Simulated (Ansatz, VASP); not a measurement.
# C: VASP beside Ansatz

File INCAR:

```
SYSTEM = C
ALGO = Normal
EDIFF = 1E-6
ENCUT = 520
GGA = PS
ISIF = 2
ISMEAR = 0
LASPH = .TRUE.
LCHARG = .FALSE.
LREAL = .FALSE.
LWAVE = .FALSE.
NBANDS = 11
NELM = 60
PREC = Accurate
SIGMA = 0.02
```

File KPOINTS:

```
k-points
0
G
  14 14 14
  0 0 0
```

POSCAR

```
C
1.0
    0.0000000000      2.1195342300      3.5944462800
    1.2763463600      0.0000000000      3.5944462800
    1.2763463600      2.1195342300      0.0000000000
C
2
Direct
    0.1431627127      0.8568372873      0.1431627127
    0.8568372873      0.1431627127      0.8568372873
```

Input for Ansatz:

```yaml
crystal:
  lattice:
    - [0.0, 2.11953423, 3.59444628]
    - [1.27634636, 0.0, 3.59444628]
    - [1.27634636, 2.11953423, 0.0]
  atoms:
    - { symbol: C, position: [0.1431627127, 0.8568372873, 0.1431627127] }
    - { symbol: C, position: [0.8568372873, 0.1431627127, 0.8568372873] }
basis:
  ecutwfc: 420
kpoints:
  mp_grid: { grid: [14, 14, 14] }
hamiltonian:
  xc: pbesol
scf:
  occupations: { method: gaussian, width: 0.02 }
output:
  forces: true
  stress: true
  eigenvalues: true
```

Alike in both runs: task single point; functional PBEsol; k mesh 14 × 14 × 14; occupations gaussian, width 0.02 eV; no spin polarisation.

```csv
,VASP,Ansatz
version,VASP 6.6.1,Ansatz 0.2.0
potentials or method,"VASP PAW PBE potentials, release 64 (C), cutoff 520 eV","scalar-relativistic, plane waves, PAW"
valence electrons in the cell,8,8
```

Ansatz gave:

| Quantity | Value |
| --- | --- |
| gap on the k mesh at the Fermi level (eV) | none |
| pressure (GPa) | 14.2 |
| traceless stress, the component that is largest in VASP (GPa) | 54.20 |
| rms of the force components (eV/Å) | 8.048 |

Problem. Which values does VASP return?

Solution. gap on the k mesh at the Fermi level (eV): none; pressure (GPa): 14.7; traceless stress, the component that is largest in VASP (GPa): 55.15; rms of the force components (eV/Å): 8.111.

VASP's potentials were made for PBE, not for PBEsol. Atom by atom the forces differ by 0.063 eV/Å (rms over components). A gap of «none» marks a metal or a gap that the smearing closes. With one functional, cell and mesh, what is left measures potentials, basis and numerics.
